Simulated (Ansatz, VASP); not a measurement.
## TiO2: VASP beside Ansatz

POSCAR

```
TiO2
1.0
    4.5968534940      0.0000000000      0.0000000000
    0.0000000000      4.5968534940      0.0000000000
    0.0000000000      0.0000000000      2.9534912666
Ti O
2 4
Direct
    0.0000000000      0.0000000000      0.0000000000
    0.5000000000      0.5000000000      0.5000000000
    0.3046432220      0.3046432220      0.0000000000
    0.1953567780      0.8046432220      0.5000000000
    0.8046432220      0.1953567780      0.5000000000
    0.6953567780      0.6953567780      0.0000000000
```

The input INCAR.step1:

```
SYSTEM = TiO2
  PREC = Accurate
  ENCUT = 520
  ISMEAR = 0
  SIGMA = 0.01
  LREAL = .False.
  LASPH = .True.
  NELM = 100
  NBANDS = 33
  GGA = PE
  ALGO = Normal
  EDIFF = 1E-4
  LWAVE = .True.
  LCHARG = .False.
```

INCAR.step2

```
SYSTEM = TiO2
  PREC = Accurate
  ENCUT = 520
  EDIFF = 1E-6
  ISMEAR = 0
  SIGMA = 0.01
  LREAL = .False.
  LASPH = .True.
  NELM = 100
  ALGO = Normal
  ISIF = 2
  LWAVE = .False.
  LCHARG = .False.
  METAGGA = R2SCAN
  LMIXTAU = .True.
  NBANDS = 33
  ISTART = 1
```

The input KPOINTS:

```
regular mesh
0
Gamma
  6 6 8
  0 0 0
```

Input for Ansatz:

```yaml
crystal:
  lattice:
    - [4.596853494, 0.0, 0.0]
    - [0.0, 4.596853494, 0.0]
    - [0.0, 0.0, 2.9534912666]
  atoms:
    - { symbol: Ti, position: [0.0, 0.0, 0.0] }
    - { symbol: Ti, position: [0.5, 0.5, 0.5] }
    - { symbol: O, position: [0.304643222, 0.304643222, 0.0] }
    - { symbol: O, position: [0.195356778, 0.804643222, 0.5] }
    - { symbol: O, position: [0.804643222, 0.195356778, 0.5] }
    - { symbol: O, position: [0.695356778, 0.695356778, 0.0] }
kpoints:
  mp_grid: { grid: [6, 6, 8] }
  band_path:
    path:
      - [0.0, 0.0, 0.0]
      - [0.0, 0.5, 0.0]
      - [0.5, 0.5, 0.0]
      - [0.0, 0.0, 0.5]
      - [0.0, 0.5, 0.5]
      - [0.5, 0.5, 0.5]
    npoints: 1
hamiltonian:
  xc: r2scan
scf:
  occupations: { method: fixed }
  n_extra_bands: 5
output:
  forces: true
  stress: true
  eigenvalues: true
```

Alike in both runs: task single point; functional r2SCAN; k mesh 6 × 6 × 8; no spin polarisation.

```csv
,VASP,Ansatz
version,VASP 6.6.1,Ansatz 0.2.0
potentials or method,"VASP PAW PBE potentials, release 64 (Ti_sv, O)","plane waves, PAW"
plane-wave cutoff (eV),520,500
occupations,"gaussian, width 0.01 eV",fixed
valence electrons in the cell,48,48
```

```tsv
	VASP	Ansatz	Ansatz less VASP
gap on the k mesh at the Fermi level (eV)	2.23	2.22	-0.009
pressure (GPa)	1.3	0.0	-1.28
traceless stress, the component that is largest in VASP (GPa)	0.49	0.02	-0.466
rms of the force components (eV/Å)	0.018	0.002	-0.0159
```

VASP's potentials were made for PBE, not for r2SCAN. Atom by atom the forces differ by 0.016 eV/Å (rms over components).
